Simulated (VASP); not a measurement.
# HfZrS3 (Immm) in VASP: single point with PBE

Aim: the single point of HfZrS3 with PBE.

Program: VASP 6.6.1. These are calculated values, not measurements. Logs are shortened: lines on timing, memory, paths and dates and some standing lists are left out, and cuts for length are marked.

## 1. The cell of the first run

It takes space group Immm (No. 71, orthorhombic). The conventional cell has a = 4.596 Å, b = 6.747 Å, c = 8.081 Å, α = 90.00°, β = 90.00°, γ = 90.00°. Within 3.0 Å of Zr (site symmetry mmm) lie 4 S at 2.30 to 2.56 Å. Within 3.6 Å of Hf (site symmetry mmm) lie 4 S at 2.73 Å and 2 Zr at 3.37 Å. S (site symmetry mm2) has 1 Zr at 2.56 Å and 2 Hf at 2.73 Å and 1 S at 2.96 Å within 3.4 Å. S (site symmetry mmm) has 2 Zr at 2.30 Å within 3.0 Å.

## 2. Single point, PBE

The input, INCAR:

```
SYSTEM = HfZrS3
PREC     = Accurate       ! precision mode
ENCUT    = 520            ! plane-wave cutoff, eV
EDIFF    = 1E-7           ! SCF threshold, eV
ISMEAR   = 0              ! smearing method
SIGMA    = 0.1            ! smearing width, eV
LREAL    = .FALSE.        ! projectors in reciprocal space
LASPH    = .TRUE.         ! aspherical terms in the spheres
NELM     = 80             ! most SCF steps
ALGO     = Normal         ! electronic algorithm
ISIF     = 2              ! what is computed and relaxed
LWAVE    = .FALSE.        ! write WAVECAR
LCHARG   = .FALSE.        ! write CHGCAR
GGA      = PE             ! functional
NBANDS   = 28             ! bands
```

The input, KPOINTS:

```
Automatic mesh
0
G
  10 10 10
  0 0 0
```

The input, POSCAR:

```
HfZrS3
1.0
   -2.2977622838      3.3735598977      4.0405036553
    2.2977622838     -3.3735598977      4.0405036553
    2.2977622838      3.3735598977     -4.0405036553
Zr Hf S
1 1 3
Direct
    0.5000000000      0.5000000000      0.0000000000
    0.0000000000      0.5000000000      0.5000000000
    0.8171410602      0.8171410602      0.0000000000
    0.1828589398      0.1828589398      0.0000000000
    0.5000000000      0.0000000000      0.5000000000
```

Potentials or basis: VASP PAW PBE potentials, release 64 (Zr_sv, Hf_pv, S).

The run is started by

```console
$ cat potpaw_PBE.64/Zr_sv/POTCAR potpaw_PBE.64/Hf_pv/POTCAR potpaw_PBE.64/S/POTCAR > POTCAR
$ mpirun -np 1 vasp_std > vasp.out
```

OUTCAR:

```text
SYSTEM = HfZrS3
   PREC = Accurate
   ENCUT = 520
   EDIFF = 1E-7
   ISMEAR = 0
   LREAL = .FALSE.
   LASPH = .TRUE.
   NELM = 80
   ISIF = 2
   GGA = PE

 ion  position               nearest neighbor table
   1  0.500  0.500  0.000-   5 2.30   5 2.30   3 2.56   4 2.56   2 3.37   2 3.37
   2  0.000  0.500  0.500-   4 2.73   3 2.73   4 2.73   3 2.73   1 3.37   1 3.37
   3  0.817  0.817  0.000-   1 2.56   2 2.73   2 2.73
   4  0.183  0.183  0.000-   1 2.56   2 2.73   2 2.73
   5  0.500  0.000  0.500-   1 2.30   1 2.30

  LATTYP: Found a body centered orthorhombic cell.
 ALAT       =     4.5955245676
 B/A-ratio  =     1.4681936080
 C/A-ratio  =     1.7584515525

  Lattice vectors:

 A1 = (  -2.2977622838,   3.3735598977,   4.0405036553)
 A2 = (   2.2977622838,  -3.3735598977,   4.0405036553)
 A3 = (   2.2977622838,   3.3735598977,  -4.0405036553)

Analysis of symmetry for initial positions (statically):
=====================================================================
 Subroutine PRICEL returns:
 Original cell was already a primitive cell.

 Routine SETGRP: Setting up the symmetry group for a
 body centered orthorhombic supercell.

 Subroutine GETGRP returns: Found  8 space group operations
 (whereof  8 operations were pure point group operations)
 out of a pool of  8 trial point group operations.

The static configuration has the point symmetry D_2h.

Analysis of symmetry for dynamics (positions and initial velocities):
=====================================================================
 Subroutine PRICEL returns:
 Original cell was already a primitive cell.

 Routine SETGRP: Setting up the symmetry group for a
 body centered orthorhombic supercell.

 Subroutine GETGRP returns: Found  8 space group operations
 (whereof  8 operations were pure point group operations)
 out of a pool of  8 trial point group operations.

The dynamic configuration has the point symmetry D_2h.

 Subroutine INISYM returns: Found  8 space group operations
 (whereof  8 operations are pure point group operations),
 and found     1 'primitive' translations

----------------------------------------------------------------------------------------

                                     Primitive cell

  volume of cell :     125.2821

  direct lattice vectors                    reciprocal lattice vectors
    -2.297762284  3.373559898  4.040503655     0.000000000  0.148211390  0.123746949
     2.297762284 -3.373559898  4.040503655     0.217603015  0.000000000  0.123746949
[... 89 lines left out ...]
   ENCUT  =  520.0 eV  38.22 Ry    6.18 a.u.  10.68 10.68 10.68*2*pi/ulx,y,z
   NELM   =     80;   NELMIN=  2; NELMDL= -5     # of ELM steps
   EDIFF  = 0.1E-06   stopping-criterion for ELM
   LREAL  =      F    real-space projection
   EDIFFG = 0.1E-05   stopping-criterion for IOM
   NSW    =      0    number of steps for IOM
   IBRION =     -1    ionic relax: 0-MD 1-quasi-New 2-CG
   NFREE  =      0    steps in history (QN), initial steepest desc. (CG)
   ISIF   =      2    stress and relaxation
   ISYM   =      2    0-nonsym 1-usesym 2-fastsym
   POTIM  = 0.5000    time-step for ionic-motion
   TEBEG  =    0.0;   TEEND  =   0.0 temperature during run
   PSTRESS=    0.0 pullay stress
   NELECT =      40.0000    total number of electrons
   NUPDOWN=      -1.0000    fix difference up-down
   EMIN   =  10.00;   EMAX   =-10.00  energy-range for DOS
   EFERMI =   0.00;   METHOD = LEGACY
   ISMEAR =     0;   SIGMA  =   0.10  broadening in eV -4-tet -1-fermi 0-gaus
   EFERMI_NEDOS =   21; number of points for ismear=-14 and -15
   IALGO  =     38    algorithm
   IMIX   =      4    mixing-type and parameters
     AMIX     =   0.40;   BMIX     =  1.00
     AMIX_MAG =   1.60;   BMIX_MAG =  1.00
  volume/ion in A,a.u.               =      25.06       169.09
  Fermi-wavevector in a.u.,A,eV,Ry     =   1.118919  2.114450 17.034206  1.251979
  Thomas-Fermi vector in A             =   2.255554
   LORBIT       =      0    0 simple, 1 ext, 2 COOP (PROOUT), +10 PAW based schemes
   GGA     = PE    functional components
   LHFCALC =     F    Hartree Fock is set to
   AEXX    =    0.0000 exact exchange contribution
   IVDW    =     0    specifies the selected vdW correction
   LEPSILON=     F    determine dielectric tensor
   LRPA    =     F    only Hartree local field effects (RPA)
 non-spin polarized calculation
 Gauss-broadening in eV      SIGMA  =   0.10
  energy-cutoff  :      520.00
  volume of cell :      125.28
 maximum number of plane-waves:      3392
 NGX is ok and might be reduce to    48
   NGX = 21   NGY = 21   NGZ = 21

 number of electron      40.0000000 magnetization

 Free energy of the ion-electron system (eV)
  ---------------------------------------------------
  ext. energy  EPLUGINS =         0.00000000
  ---------------------------------------------------
  free energy    TOTEN  =       -33.85776451 eV

  energy without entropy =      -33.84938866  energy(sigma->0) =      -33.85357658

 E-fermi :   4.2752     XC(G=0):  -9.3978

 val. band max:        4.2688400162   @ k =  -0.1000  -0.2000   0.1000
 cond. band min:       4.2809593393   @ k =   0.3000  -0.3000   0.2000
 fundamental gap:      0.0121193231
 Fermi energy:         4.2751994420

 k-point     1 :       0.0000    0.0000    0.0000
  band No.  band energies     occupation
      1     -44.7603      2.00000
      2     -28.3777      2.00000
      3     -28.0326      2.00000
      4     -28.0249      2.00000
      5     -23.0056      2.00000
      6     -22.8468      2.00000
[... 733 lines left out ...]
     27       6.6951      0.00000
     28       8.0440      0.00000

 [... further k-points ...]
[... 5 lines left out ...]
  --------------------------------------------------------------------------------------
  -------------------------------------------------------------------------------------
  Total       -0.2928740     -0.0831985     -0.1309268     -0.0000000      0.0000000      0.0000000
  in kB       -3.7454364     -1.0639889     -1.6743644     -0.0000000      0.0000000      0.0000000
  external PRESSURE =      -2.1612633 kB  Pullay stress =       0.0000000 kB

 VOLUME and BASIS-vectors are now :
 -----------------------------------------------------------------------------
  energy-cutoff  :      520.00
  volume of cell :      125.28
      direct lattice vectors                 reciprocal lattice vectors
    -2.297762284  3.373559898  4.040503655     0.000000000  0.148211390  0.123746949
     2.297762284 -3.373559898  4.040503655     0.217603015  0.000000000  0.123746949
     2.297762284  3.373559898 -4.040503655     0.217603015  0.148211390  0.000000000

 POSITION                                       TOTAL-FORCE (eV/Angst)
 -----------------------------------------------------------------------------------
      0.00000      0.00000      4.04050         0.000000     -0.000000     -0.000000
      2.29776      0.00000      0.00000         0.000000     -0.000000     -0.000000
      0.00000      0.00000      6.60332        -0.000000     -0.000000      0.037422
      0.00000      0.00000      1.47768        -0.000000      0.000000     -0.037422
      0.00000      3.37356      0.00000         0.000000     -0.000000     -0.000000
 -----------------------------------------------------------------------------------
    total drift:                                0.000000      0.000000      0.000000

  FREE ENERGIE OF THE ION-ELECTRON SYSTEM (eV)
  ---------------------------------------------------
  free  energy   TOTEN  =       -33.8577645098 eV

  energy  without entropy=      -33.8493886568  energy(sigma->0) =      -33.85357658
```

stdout:

```text
POSCAR found type information on POSCAR ZrHfS
 POSCAR found :  3 types and       5 ions
 scaLAPACK will be used
 LDA part: xc-table for (Slater+PW92), standard interpolation
 POSCAR, INCAR and KPOINTS ok, starting setup
 FFT: planning ... GRIDC
 FFT: planning ... GRID_SOFT
 FFT: planning ... GRID
 WAVECAR not read
 entering main loop
```

Wall time 28 min (1 thread of AMD EPYC, shared host); peak memory 0.71 GiB.

Results:

| Quantity | Value |
| --- | --- |
| Free energy | -33.8578 eV |
| Pressure | -0.2 GPa |
| Largest force | 0.037 eV/Å |
| Band gap on the k mesh | zero (band 20 reaches 4.50 eV, above the bottom of band 21 at 3.97 eV) |

Forces in eV/Å, atoms in the order of the input:
```
Zr   0.000  0.000  0.000
Hf   0.000  0.000  0.000
S    0.000  0.000  0.037
S    0.000  0.000 -0.037
S    0.000  0.000  0.000
```

Caveat: spin-orbit coupling is left out, which moves the levels of the heavy elements.
